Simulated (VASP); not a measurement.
Al, 1 atom in the cell. The structure is tetragonal, space group I4/mmm (No. 139). The conventional cell has a = 2.855 Å, b = 2.855 Å, c = 3.460 Å, α = 90.00°, β = 90.00°, γ = 90.00°. Within 3.5 Å of Al (site symmetry 4/mmm) lie 14 Al at 2.66 to 3.46 Å. 

| Item | Value |
| --- | --- |
| Program | VASP 6.6.1 |
| Task | single point |
| Functional | PBE |
| Dispersion | D3(BJ) |
| Potentials or basis | VASP PAW PBE potentials, release 64 (Al) |
| Cutoff | 520 eV |
| k mesh | 22 × 22 × 22 |
| Occupations | gaussian, width 0.15 eV |
| Spin | no spin polarisation |
| Dipole correction | no |
| Further INCAR settings | ALGO = Normal; EDIFF = 1e-07; NBANDS = 8 |

Potentials or basis: VASP PAW PBE potentials, release 64 (Al).

Launch:

```bash
$ cat potpaw_PBE.64/Al/POTCAR > POTCAR
$ mpirun -np 1 vasp_std > vasp.out
```

Hardware: 1 thread of Intel(R) Xeon(R) Platinum 8559C (Emerald Rapids), on a shared host.

Q: Estimate the wall time of this run.

A: It took 34 s on 1 thread of Intel(R) Xeon(R) Platinum 8559C (Emerald Rapids), on a shared host, peak memory 0.2 GiB. Counts: scf iterations 10, k points 834.
